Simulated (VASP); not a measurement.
# LiSm (Fm-3m) in VASP: further runs, part 2 of 2

VASP 6.6.1.

## 4. Relaxation of cell and atoms, PBE

The input, INCAR:

```
SYSTEM = LiSm
PREC = Accurate
ENCUT = 750
EDIFF = 1E-7
ISMEAR = 0
SIGMA = 0.1
LREAL = .FALSE.
LASPH = .TRUE.
NELM = 200
ALGO = Normal
ISIF = 3
LWAVE = .FALSE.
LCHARG = .FALSE.
GGA = PE
IBRION = 2
NSW = 90
EDIFFG = -0.04
GGA_COMPAT = .FALSE.
NELMIN = 4
LMAXMIX = 6
```

The input, KPOINTS:

```
regular mesh
0
G
  6 6 6
  0 0 0
```

The input, POSCAR:

```
LiSm
1.0
    0.0000000000      2.5482811800      2.5482811800
    2.5482811800      0.0000000000      2.5482811800
    2.5482811800      2.5482811800      0.0000000000
Li Sm
1 1
Direct
    0.5000000000      0.5000000000      0.5000000000
    0.0000000000      0.0000000000      0.0000000000
```

Potentials or basis: VASP PAW PBE potentials, release 64 (Li_sv, Sm_3), 4f in core.

Launch:

```
cat potpaw_PBE.64/Li_sv/POTCAR potpaw_PBE.64/Sm_3/POTCAR > POTCAR
mpirun -np 1 vasp_std > vasp.out
```

OUTCAR:

```text
SYSTEM = LiSm
   PREC = Accurate
   ENCUT = 750
   EDIFF = 1E-7
   ISMEAR = 0
   LREAL = .FALSE.
   LASPH = .TRUE.
   NELM = 200
   ISIF = 3
   GGA = PE
   IBRION = 2
   NSW = 90
   EDIFFG = -0.04
   NELMIN = 4

 ion  position               nearest neighbor table
   1  0.500  0.500  0.500-   2 2.55   2 2.55   2 2.55   2 2.55   2 2.55   2 2.55
   2  0.000  0.000  0.000-   1 2.55   1 2.55   1 2.55   1 2.55   1 2.55   1 2.55

  LATTYP: Found a face centered cubic cell.
 ALAT       =     5.0965623600

  Lattice vectors:

 A1 = (   0.0000000000,   2.5482811800,   2.5482811800)
 A2 = (   2.5482811800,   0.0000000000,   2.5482811800)
 A3 = (   2.5482811800,   2.5482811800,   0.0000000000)

Analysis of symmetry for initial positions (statically):
=====================================================================
 Subroutine PRICEL returns:
 Original cell was already a primitive cell.

 Routine SETGRP: Setting up the symmetry group for a
 face centered cubic supercell.

 Subroutine GETGRP returns: Found 48 space group operations
 (whereof 48 operations were pure point group operations)
 out of a pool of 48 trial point group operations.

The static configuration has the point symmetry O_h .

Analysis of symmetry for dynamics (positions and initial velocities):
=====================================================================
 Subroutine PRICEL returns:
 Original cell was already a primitive cell.

[... 139 lines left out ...]
 number of electron      14.0000001 magnetization

 Free energy of the ion-electron system (eV)
  ---------------------------------------------------
  ext. energy  EPLUGINS =         0.00000000
  ---------------------------------------------------
  free energy    TOTEN  =        -3.84943721 eV

  energy without entropy =       -3.84023536  energy(sigma->0) =       -3.84483629

 E-fermi :   4.7893     XC(G=0): -10.7345

 val. band max:        4.6724751690   @ k =   0.5000   0.0000   0.0000
 cond. band min:       4.8237582248   @ k =   0.3333   0.3333   0.0000
 fundamental gap:      0.1512830558
 Fermi energy:         4.7892668967

 k-point     1 :       0.0000    0.0000    0.0000
  band No.  band energies     occupation
      1     -42.2291      2.00000
      2     -35.5844      2.00000
      3     -14.7198      2.00000
      4     -14.7198      2.00000
      5     -14.7198      2.00000
      6       0.3980      2.00000
      7       6.0712      0.00000
      8       6.0712      0.00000
      9       6.0712      0.00000
     10       8.1737      0.00000
     11       8.1737      0.00000
[... 315 lines left out ...]
--------------------------------------- Ionic step        4  -------------------------------------------

 number of electron      13.9999990 magnetization

 Free energy of the ion-electron system (eV)
  ---------------------------------------------------
  ext. energy  EPLUGINS =         0.00000000
  ---------------------------------------------------
  free energy    TOTEN  =        -5.48091742 eV

  energy without entropy =       -5.44915452  energy(sigma->0) =       -5.46503597

 E-fermi :   1.6566     XC(G=0):  -8.4760

 val. band max:        1.6402108200   @ k =   0.5000   0.3333   0.0000
 cond. band min:       1.6568271638   @ k =   0.5000   0.0000   0.0000
 fundamental gap:      0.0166163438
 Fermi energy:         1.6565752895

 k-point     1 :       0.0000    0.0000    0.0000
  band No.  band energies     occupation
      1     -44.5189      2.00000
      2     -40.0233      2.00000
      3     -19.3062      2.00000
      4     -19.3062      2.00000
      5     -19.3062      2.00000
      6      -2.1697      2.00000
      7       2.8776      0.00000
      8       2.8776      0.00000
      9       2.8776      0.00000
     10       3.8064      0.00000
     11       3.8064      0.00000
[... 237 lines left out ...]
  FREE ENERGIE OF THE ION-ELECTRON SYSTEM (eV)
  ---------------------------------------------------
  free  energy   TOTEN  =        -5.4809174215 eV

  energy  without entropy=       -5.4491545247  energy(sigma->0) =       -5.46503597

 reached required accuracy - stopping structural energy minimisation
```

Wall time 25 s (1 thread of AMD EPYC 9R45 (Zen 5), shared host); peak memory 0.16 GiB.

What came out:

```yaml
Free_energy: -5.4809 eV
Relaxed_volume: 29.69 Å³/atom
Relaxed_cell: a = 4.379 Å, b = 4.379 Å, c = 4.379 Å, α = 60.00°, β = 60.00°, γ = 60.00°
Space_group_after_relaxing_to_0.1_Å: Fm-3m (No. 225)
Energy_gained_by_relaxing: 815.7 meV/atom
Ionic_steps: 4
Pressure_after_relaxing: 0.0 GPa
Band_gap_on_the_k_mesh: zero (bands 7 and 8 overlap by 1.31 eV)
```

The path:
```
step  energy change (eV)  largest force (eV/Å)  pressure (GPa)  volume (Å³)
   1              0.0000                0.0000           27.84        33.10
   2             -1.4456                0.0000            6.21        48.87
   3             -1.6292                0.0000            0.57        58.17
   4             -1.6315                0.0000            0.04        59.37
```

Final structure:
```
Li Sm
1.0
     0.00000    3.09639    3.09639
     3.09639    0.00000    3.09639
     3.09639    3.09639    0.00000
Li Sm
1 1
Direct
  0.50000 0.50000 0.50000
  0.00000 0.00000 0.00000
```

Levels at points of the mesh, in eV from the Fermi level:
| k point | band 5 | band 6 | band 7 | band 8 | band 9 | band 10 |
| --- | --- | --- | --- | --- | --- | --- |
| (0.00, 0.00, 0.00) | -20.96 | -3.83 | 1.22 | 1.22 | 1.22 | 2.15 |
| (0.50, 0.00, 0.00) | -20.98 | -2.03 | 0.00 | 0.44 | 0.44 | 3.21 |
| (0.50, 0.50, 0.00) | -21.01 | -1.23 | -0.34 | 0.18 | 3.03 | 3.29 |

Caveat: the volume moved by over 15 % at a fixed basis, so the end points are rough; spin-orbit coupling is left out, which moves the levels of the heavy elements; the 4f electrons are frozen in the core, so they carry no moment and show no levels.

## 5. Single point, PBE

This run uses another cell than the first one, of 29.78 Å³/atom.

The input, INCAR:

```
PREC = Accurate
ENCUT = 750
EDIFF = 1E-6
ISMEAR = 0
SIGMA = 0.1
LREAL = False
LASPH = True
NELM = 200
ALGO = Normal
ISIF = 2
LWAVE = False
LCHARG = False
GGA = PE
NBANDS = 14
GGA_COMPAT = False
LMAXMIX = 6
```

The input, KPOINTS:

```
Automatic mesh
0
Gamma
  16 16 16
```

The input, POSCAR:

```
LiSm
1.0
    0.0000000000      3.0996962570      3.0996962570
    3.0996962570      0.0000000000      3.0996962570
    3.0996962570      3.0996962570      0.0000000000
Li Sm
1 1
Direct
    0.5000000000      0.5000000000      0.5000000000
    0.0000000000      0.0000000000      0.0000000000
```

Launch:

```
cat potpaw_PBE.64/Li_sv/POTCAR potpaw_PBE.64/Sm_3/POTCAR > POTCAR
mpirun -np 1 vasp_std > vasp.out
```

Run time: 1.7 min. Hardware: 1 thread of AMD EPYC 9R45 (Zen 5), shared host; peak memory 0.36 GiB.

The run converged. Its results:

```
Free energy            : -5.4972 eV
Pressure               : 0.0 GPa
Band gap on the k mesh : zero (bands 7 and 8 overlap by 1.42 eV)
```

Levels at points of the mesh, in eV from the Fermi level:
```
           k point  band 3  band 4  band 5  band 6  band 7  band 8  band 9  band 10  band 11  band 12
(0.00, 0.00, 0.00)  -20.99  -20.99  -20.99   -3.84    1.21    1.21    1.21     2.13     2.13     5.49
(0.50, 0.00, 0.00)  -21.12  -21.01  -21.01   -2.03   -0.02    0.43    0.43     3.18     3.18     3.97
(0.50, 0.50, 0.00)  -21.11  -21.04  -21.04   -1.24   -0.35    0.17    3.00     3.28     3.28     3.63
```

Caveat: spin-orbit coupling is left out, which moves the levels of the heavy elements; the 4f electrons are frozen in the core, so they carry no moment and show no levels.

## 6. Relaxation of cell and atoms, PBE

This run uses another cell than the first one, of 29.67 Å³/atom.

The input, INCAR:

```
PREC = Accurate
ENCUT = 750
EDIFF = 1E-7
ISMEAR = 0
SIGMA = 0.1
LREAL = F
LASPH = T
NELM = 200
ALGO = Normal
ISIF = 3
LWAVE = F
LCHARG = F
GGA = PE
IBRION = 2
NSW = 100
EDIFFG = -0.01
GGA_COMPAT = F
NELMIN = 4
LMAXMIX = 6
```

The input, KPOINTS:

```
regular mesh
0
Gamma
  16 16 16
```

The input, POSCAR:

```
LiSm
1.0
    0.0000000000      3.0958329768      3.0958329768
    3.0958329768      0.0000000000      3.0958329768
    3.0958329768      3.0958329768      0.0000000000
Li Sm
1 1
Direct
    0.5000000000      0.5000000000      0.5000000000
    0.0000000000      0.0000000000      0.0000000000
```

Potentials or basis: VASP PAW PBE potentials, release 64 (Li_sv, Sm_3), 4f in core.

Launch:

```
cat potpaw_PBE.64/Li_sv/POTCAR potpaw_PBE.64/Sm_3/POTCAR > POTCAR
mpirun -np 1 vasp_std > vasp.out
```

It took 2.3 min on 1 thread of AMD EPYC 9R45 (Zen 5), shared host; peak memory 0.35 GiB.

Results (log left out):

```
Free energy                           : -5.4971 eV
Relaxed volume                        : 29.76 Å³/atom
Relaxed cell                          : a = 4.383 Å, b = 4.383 Å, c = 4.383 Å, α = 60.00°, β = 60.00°, γ = 60.00°
Space group after relaxing (to 0.1 Å) : Fm-3m (No. 225)
Energy gained by relaxing             : 0.0 meV/atom
Ionic steps                           : 2
Pressure after relaxing               : 0.0 GPa
Band gap on the k mesh                : zero (bands 7 and 8 overlap by 1.42 eV)
```

Final structure:
```
Li Sm
1.0
     0.00000    3.09906    3.09906
     3.09906    0.00000    3.09906
     3.09906    3.09906    0.00000
Li Sm
1 1
Direct
  0.50000 0.50000 0.50000
  0.00000 0.00000 0.00000
```

Levels at points of the mesh, in eV from the Fermi level:
```tsv
k point	band 5	band 6	band 7	band 8	band 9	band 10
(0.00, 0.00, 0.00)	-20.99	-3.84	1.21	1.21	1.21	2.13
(0.50, 0.00, 0.00)	-21.01	-2.03	-0.02	0.43	0.43	3.19
(0.50, 0.50, 0.00)	-21.04	-1.24	-0.35	0.17	3.01	3.28
```

Caveat: spin-orbit coupling is left out, which moves the levels of the heavy elements; the 4f electrons are frozen in the core, so they carry no moment and show no levels. Spin polarisation is off, so any magnetic state and its effect on volume and gap are missing.

## 7. The runs side by side

| task | cell | k mesh | gap on the mesh (eV) | pressure (GPa) | relaxed volume (Å³/atom) |
| --- | --- | --- | --- | --- | --- |
| single point | a = 3.604 Å, angles 60.0°, 2 atoms | 6 × 6 × 6 | none | 27.8 | - |
| single point | a = 4.378 Å, angles 60.0°, 2 atoms | 6 × 6 × 6 | none | 0.1 | - |
| relaxation of cell and atoms | relaxed from a = 3.604 Å, angles 60.0°, 2 atoms | 6 × 6 × 6 | none | 0.0 | 29.69 |
| single point | a = 4.384 Å, angles 60.0°, 2 atoms | 16 × 16 × 16 | none | 0.0 | - |
| relaxation of cell and atoms | relaxed from a = 4.378 Å, angles 60.0°, 2 atoms | 16 × 16 × 16 | none | 0.0 | 29.76 |

Alike in all rows: level PBE; potentials or basis VASP PAW PBE potentials, release 64 (Li_sv, Sm_3), 4f in core; no spin polarisation; cutoff (eV) 750; smearing gaussian 0.1 eV.

Caveats: spin-orbit coupling is left out, which moves the levels of the heavy elements; the 4f electrons are frozen in the core, so they carry no moment and show no levels; the cell stands under pressure (at least some runs); the volume moved by over 15 % at a fixed basis, so the end points are rough (at least some runs).

Total energies depend on the potentials used, so only differences within one code and one set of settings carry meaning.

The gap in the log of VASP goes by the Fermi energy; the results here count the filled bands.